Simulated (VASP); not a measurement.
# LiF (Fm-3m) in VASP: settings compared

The runs below take LiF through single point, with r2SCAN, PBE.

Program: VASP 6.6.1. These are calculated values, not measurements. Logs are shortened: lines on timing, memory, paths and dates and some standing lists are left out, and cuts for length are marked.

## Step 1: The cell of the first run

The structure is cubic, space group Fm-3m (No. 225). Conventional cell: a = 4.109 Å, b = 4.109 Å, c = 4.109 Å, α = 90.00°, β = 90.00°, γ = 90.00°. Within 2.7 Å of Li (site symmetry m-3m) lie 6 F at 2.05 Å. F (site symmetry m-3m) has 6 Li at 2.05 Å within 2.7 Å.

## Step 2: Single point, r2SCAN (strain +3.0%)

POSCAR reads:

```
LiF
1.0
    0.0000000000      2.0547178897      2.0547178897
    2.0547178897      0.0000000000      2.0547178897
    2.0547178897      2.0547178897      0.0000000000
Li F
1 1
Direct
    0.0000000000      0.0000000000      0.0000000000
    0.5000000000      0.5000000000      0.5000000000
```

INCAR.step1 reads:

```
SYSTEM = LiF
ALGO = Normal ; EDIFF = 1E-5
ENCUT = 910 ; GGA = PE
GGA_COMPAT = .False. ; ISMEAR = 0
LASPH = .True. ; LCHARG = .False.
LREAL = .False. ; LWAVE = .True.
NBANDS = 12 ; NELM = 120
PREC = Accurate ; SIGMA = 0.01
```

INCAR.step2 reads:

```
SYSTEM = LiF
ALGO = Normal ; EDIFF = 1E-6
ENCUT = 910 ; GGA_COMPAT = .False.
ISIF = 2 ; ISMEAR = 0
ISTART = 1 ; LASPH = .True.
LCHARG = .True. ; LELF = .True.
LMIXTAU = .True. ; LREAL = .False.
LVHAR = .True. ; LWAVE = .False.
METAGGA = R2SCAN ; NBANDS = 12
NELM = 120 ; PREC = Accurate
SIGMA = 0.01
```

KPOINTS reads:

```
k-points
0
Gamma
  10 10 10
  0 0 0
```

Potentials or basis: VASP PAW PBE potentials, release 64 (Li_sv, F_h).

On the command line:

```
$ cat potpaw_PBE.64/Li_sv/POTCAR potpaw_PBE.64/F_h/POTCAR > POTCAR
$ cp INCAR.step1 INCAR
$ mpirun -np 1 vasp_std > vasp.out
$ cp INCAR.step2 INCAR
$ mpirun -np 1 vasp_std > vasp.out
```

OUTCAR:

```text
SYSTEM = LiF
   EDIFF = 1E-6
   ENCUT = 910
   ISIF = 2
   ISMEAR = 0
   ISTART = 1
   LASPH = .True.
   LREAL = .False.
   METAGGA = R2SCAN
   NELM = 120
   PREC = Accurate

 ion  position               nearest neighbor table
   1  0.000  0.000  0.000-   2 2.05   2 2.05   2 2.05   2 2.05   2 2.05   2 2.05
   2  0.500  0.500  0.500-   1 2.05   1 2.05   1 2.05   1 2.05   1 2.05   1 2.05

  LATTYP: Found a face centered cubic cell.
 ALAT       =     4.1094357794

  Lattice vectors:

 A1 = (   0.0000000000,   2.0547178897,   2.0547178897)
 A2 = (   2.0547178897,   0.0000000000,   2.0547178897)
 A3 = (   2.0547178897,   2.0547178897,   0.0000000000)

Analysis of symmetry for initial positions (statically):
=====================================================================
 Subroutine PRICEL returns:
 Original cell was already a primitive cell.

 Routine SETGRP: Setting up the symmetry group for a
 face centered cubic supercell.

 Subroutine GETGRP returns: Found 48 space group operations
 (whereof 48 operations were pure point group operations)
 out of a pool of 48 trial point group operations.

The static configuration has the point symmetry O_h .

Analysis of symmetry for dynamics (positions and initial velocities):
=====================================================================
 Subroutine PRICEL returns:
 Original cell was already a primitive cell.

 Routine SETGRP: Setting up the symmetry group for a
 face centered cubic supercell.

 Subroutine GETGRP returns: Found 48 space group operations
 (whereof 48 operations were pure point group operations)
 out of a pool of 48 trial point group operations.

The dynamic configuration has the point symmetry O_h .

 Subroutine INISYM returns: Found 48 space group operations
 (whereof 48 operations are pure point group operations),
 and found     1 'primitive' translations

----------------------------------------------------------------------------------------

                                     Primitive cell

  volume of cell :      17.3495

  direct lattice vectors                    reciprocal lattice vectors
     0.000000000  2.054717890  2.054717890    -0.243342408  0.243342408  0.243342408
     2.054717890  0.000000000  2.054717890     0.243342408 -0.243342408  0.243342408
     2.054717890  2.054717890  0.000000000     0.243342408  0.243342408 -0.243342408

  length of vectors
     2.905809906  2.905809906  2.905809906     0.421481415  0.421481415  0.421481415

  position of ions in fractional coordinates (direct lattice)
     0.000000000  0.000000000  0.000000000
     0.500000000  0.500000000  0.500000000

  ion indices of the primitive-cell ions
   primitive index   ion index
                 1           1
                 2           2

----------------------------------------------------------------------------------------

 KPOINTS: k-points

Automatic generation of k-mesh.
 Grid dimensions read from file:
 generate k-points for:   10   10   10

 Generating k-lattice:

  Cartesian coordinates                     Fractional coordinates (reciprocal lattice)
    -0.024334241  0.024334241  0.024334241     0.100000000  0.000000000  0.000000000
     0.024334241 -0.024334241  0.024334241     0.000000000  0.100000000  0.000000000
     0.024334241  0.024334241 -0.024334241     0.000000000  0.000000000  0.100000000

  Length of vectors
     0.042148142  0.042148142  0.042148142

  Shift w.r.t. Gamma in fractional coordinates (k-lattice)
     0.000000000  0.000000000  0.000000000

 Subroutine IBZKPT returns following result:
 ===========================================

 Found     47 irreducible k-points:

 Following reciprocal coordinates:
            Coordinates               Weight
  0.000000  0.000000  0.000000      1.000000
  0.100000  0.000000  0.000000      8.000000
  0.200000  0.000000  0.000000      8.000000
  0.300000  0.000000  0.000000      8.000000
  0.400000  0.000000  0.000000      8.000000
  0.500000  0.000000  0.000000      4.000000
[... 16 lines left out ...]
  0.300000  0.300000  0.000000      6.000000
  0.400000  0.300000  0.000000     24.000000
 [... further k-points ...]
   k-points           NKPTS =     47   k-points in BZ     NKDIM =     47   number of bands    NBANDS=     12
   number of dos      NEDOS =    301   number of ions     NIONS =      2
   total plane-waves  NPLWV =  27000
   dimension x,y,z NGX =    30 NGY =   30 NGZ =   30
   dimension x,y,z NGXF=    60 NGYF=   60 NGZF=   60
   ions per type =               1   1
   NGX,Y,Z   is equivalent  to a cutoff of  17.16, 17.16, 17.16 a.u.
   NGXF,Y,Z  is equivalent  to a cutoff of  34.33, 34.33, 34.33 a.u.
 SYSTEM =  LiF
   PREC   = accura    normal or accurate (medium, high low for compatibility)
   ISTART =      1    job   : 0-new  1-cont  2-samecut
   ICHARG =      0    charge: 1-file 2-atom 10-const
   ISPIN  =      1    spin polarized calculation?
   LNONCOLLINEAR =      F non collinear calculations
   LSORBIT =      F    spin-orbit coupling
   LASPH  =      T    aspherical Exc in radial PAW
   ENCUT  =  910.0 eV  66.88 Ry    8.18 a.u.   7.15  7.15  7.15*2*pi/ulx,y,z
   NELM   =    120;   NELMIN=  2; NELMDL=  0     # of ELM steps
   EDIFF  = 0.1E-05   stopping-criterion for ELM
   LREAL  =      F    real-space projection
   EDIFFG = 0.1E-04   stopping-criterion for IOM
   NSW    =      0    number of steps for IOM
   IBRION =     -1    ionic relax: 0-MD 1-quasi-New 2-CG
   NFREE  =      0    steps in history (QN), initial steepest desc. (CG)
   ISIF   =      2    stress and relaxation
   ISYM   =      2    0-nonsym 1-usesym 2-fastsym
   POTIM  = 0.5000    time-step for ionic-motion
   TEBEG  =    0.0;   TEEND  =   0.0 temperature during run
   PSTRESS=    0.0 pullay stress
   NELECT =      10.0000    total number of electrons
   NUPDOWN=      -1.0000    fix difference up-down
   EMIN   =  10.00;   EMAX   =-10.00  energy-range for DOS
   EFERMI =   0.00;   METHOD = LEGACY
   ISMEAR =     0;   SIGMA  =   0.01  broadening in eV -4-tet -1-fermi 0-gaus
   EFERMI_NEDOS =   21; number of points for ismear=-14 and -15
   IALGO  =     38    algorithm
   IMIX   =      4    mixing-type and parameters
     AMIX     =   0.40;   BMIX     =  1.00
     AMIX_MAG =   1.60;   BMIX_MAG =  1.00
  volume/ion in A,a.u.               =       8.67        58.54
  Fermi-wavevector in a.u.,A,eV,Ry     =   1.362425  2.574610 25.255163  1.856202
  Thomas-Fermi vector in A             =   2.488916
   LORBIT       =      0    0 simple, 1 ext, 2 COOP (PROOUT), +10 PAW based schemes
   METAGGA = R2SCAN    functional components
   LHFCALC =     F    Hartree Fock is set to
   AEXX    =    0.0000 exact exchange contribution
   IVDW    =     0    specifies the selected vdW correction
   LEPSILON=     F    determine dielectric tensor
   LRPA    =     F    only Hartree local field effects (RPA)
 non-spin polarized calculation
 Gauss-broadening in eV      SIGMA  =   0.01
  energy-cutoff  :      910.00
  volume of cell :       17.35
 maximum number of plane-waves:      1106
 NGX is ok and might be reduce to    30
   NGX = 15   NGY = 15   NGZ = 15

 number of electron      10.0000004 magnetization

 Free energy of the ion-electron system (eV)
  ---------------------------------------------------
  ext. energy  EPLUGINS =         0.00000000
  ---------------------------------------------------
  free energy    TOTEN  =       -11.88400425 eV

  energy without entropy =      -11.88400425  energy(sigma->0) =      -11.88400425

 E-fermi :  -1.4220     XC(G=0): -10.2307

 val. band max:       -1.4958990410   @ k =   0.0000   0.0000   0.0000
 cond. band min:       8.2031030552   @ k =   0.0000   0.0000   0.0000
 fundamental gap:      9.6990020962
 Fermi energy:        -1.4219543594

 k-point     1 :       0.0000    0.0000    0.0000
  band No.  band energies     occupation
      1     -43.6696      2.00000
      2     -22.4361      2.00000
      3      -1.4959      2.00000
      4      -1.4959      2.00000
      5      -1.4959      2.00000
      6       8.2031      0.00000
      7      23.4343      0.00000
      8      23.4343      0.00000
      9      23.4343      0.00000
     10      23.6859      0.00000
     11      23.6859      0.00000
     12      23.6859      0.00000

 k-point     2 :       0.1000    0.0000    0.0000
  band No.  band energies     occupation
      1     -43.6655      2.00000
      2     -22.4024      2.00000
      3      -1.7578      2.00000
      4      -1.5180      2.00000
      5      -1.5180      2.00000
      6       8.4883      0.00000
      7      20.5816      0.00000
      8      22.2146      0.00000
      9      22.2146      0.00000
     10      24.6459      0.00000
     11      24.6459      0.00000
     12      24.8656      0.00000

 k-point     3 :       0.2000    0.0000    0.0000
  band No.  band energies     occupation
      1     -43.6546      2.00000
      2     -22.3123      2.00000
      3      -2.3899      2.00000
      4      -1.5747      2.00000
      5      -1.5747      2.00000
      6       9.1409      0.00000
      7      18.0839      0.00000
      8      20.7450      0.00000
      9      20.7450      0.00000
     10      25.8045      0.00000
     11      25.8925      0.00000
     12      25.8925      0.00000

 k-point     4 :       0.3000    0.0000    0.0000
  band No.  band energies     occupation
      1     -43.6412      2.00000
      2     -22.1972      2.00000
      3      -3.0935      2.00000
      4      -1.6427      2.00000
      5      -1.6427      2.00000
      6       9.7325      0.00000
      7      16.5630      0.00000
      8      19.5098      0.00000
      9      19.5098      0.00000
     10      27.1113      0.00000
     11      27.4922      0.00000
     12      27.4922      0.00000

 k-point     5 :       0.4000    0.0000    0.0000
  band No.  band energies     occupation
      1     -43.6303      2.00000
      2     -22.1009      2.00000
      3      -3.6183      2.00000
      4      -1.6961      2.00000
      5      -1.6961      2.00000
      6       9.9815      0.00000
      7      15.9799      0.00000
      8      18.7126      0.00000
      9      18.7126      0.00000
     10      28.6183      0.00000
     11      29.1402      0.00000
     12      29.1402      0.00000
[... 228 lines left out ...]
      1     -43.6269      2.00000
      2     -22.0452      2.00000
      3      -3.3312      2.00000
      4      -2.5457      2.00000
      5      -1.7287      2.00000
      6      11.1039      0.00000
      7      15.1290      0.00000
      8      18.8500      0.00000
      9      18.9588      0.00000
     10      27.9603      0.00000
     11      28.1399      0.00000
     12      28.7299      0.00000

 k-point    22 :      -0.2000    0.2000    0.0000
  band No.  band energies     occupation
      1     -43.6369      2.00000
      2     -22.1468      2.00000
      3      -2.9666      2.00000
      4      -2.2842      2.00000
      5      -1.6053      2.00000
      6      10.4038      0.00000
      7      15.9362      0.00000
      8      19.2462      0.00000
      9      19.5536      0.00000
     10      26.3345      0.00000
     11      27.0923      0.00000
     12      29.1082      0.00000

 k-point    23 :       0.3000    0.3000    0.0000
  band No.  band energies     occupation
      1     -43.6331      2.00000
      2     -22.0795      2.00000
      3      -3.2360      2.00000
      4      -2.1052      2.00000
      5      -2.1052      2.00000
      6      11.3442      0.00000
      7      17.1138      0.00000
      8      18.5528      0.00000
      9      19.8424      0.00000
     10      19.8424      0.00000
     11      33.2860      0.00000
     12      33.5870      0.00000

 k-point    24 :       0.4000    0.3000    0.0000
  band No.  band energies     occupation
      1     -43.6250      2.00000
      2     -21.9871      2.00000
      3      -3.6160      2.00000
      4      -2.2965      2.00000
      5      -2.1964      2.00000
      6      12.1888      0.00000
      7      16.0132      0.00000
      8      18.0094      0.00000
      9      19.5986      0.00000
     10      20.5960      0.00000
     11      32.7266      0.00000
     12      33.9058      0.00000

 [... further k-points ...]
[... 5 lines left out ...]
  --------------------------------------------------------------------------------------
  -------------------------------------------------------------------------------------
  Total       -0.7428654     -0.7428654     -0.7428654      0.0000000      0.0000000      0.0000000
  in kB      -68.6015822    -68.6015822    -68.6015822      0.0000000      0.0000000      0.0000000
  external PRESSURE =     -68.6015822 kB  Pullay stress =       0.0000000 kB

 VOLUME and BASIS-vectors are now :
 -----------------------------------------------------------------------------
  energy-cutoff  :      910.00
  volume of cell :       17.35
      direct lattice vectors                 reciprocal lattice vectors
     0.000000000  2.054717890  2.054717890    -0.243342408  0.243342408  0.243342408
     2.054717890  0.000000000  2.054717890     0.243342408 -0.243342408  0.243342408
     2.054717890  2.054717890  0.000000000     0.243342408  0.243342408 -0.243342408

 POSITION                                       TOTAL-FORCE (eV/Angst)
 -----------------------------------------------------------------------------------
      0.00000      0.00000      0.00000        -0.000000     -0.000000      0.000000
      2.05472      2.05472      2.05472         0.000000      0.000000      0.000000
 -----------------------------------------------------------------------------------
    total drift:                                0.000000      0.000000      0.000000

  FREE ENERGIE OF THE ION-ELECTRON SYSTEM (eV)
  ---------------------------------------------------
  free  energy   TOTEN  =       -11.8840042460 eV

  energy  without entropy=      -11.8840042460  energy(sigma->0) =      -11.88400425
```

Run time: 62 s. Hardware: 1 thread of Intel Xeon Platinum 8488C (Sapphire Rapids), shared host; peak memory 0.17 GiB.

Results:

| Item | Value |
| --- | --- |
| Free energy | -11.8840 eV |
| Pressure | -6.9 GPa |
| Band gap on the k mesh | 9.70 eV |

Caveat: the cell differs from its parent crystal (strain +3.0%); the cutoff is under 1.25 times the usual one of these potentials, so pressure, stress and relaxed cells hold a basis-set (Pulay) error; the cell stands under tension; the PAW data sets were made with another functional, which shifts forces and pressure a little. A k mesh can miss the band edges.

[end of part 1 of 2]
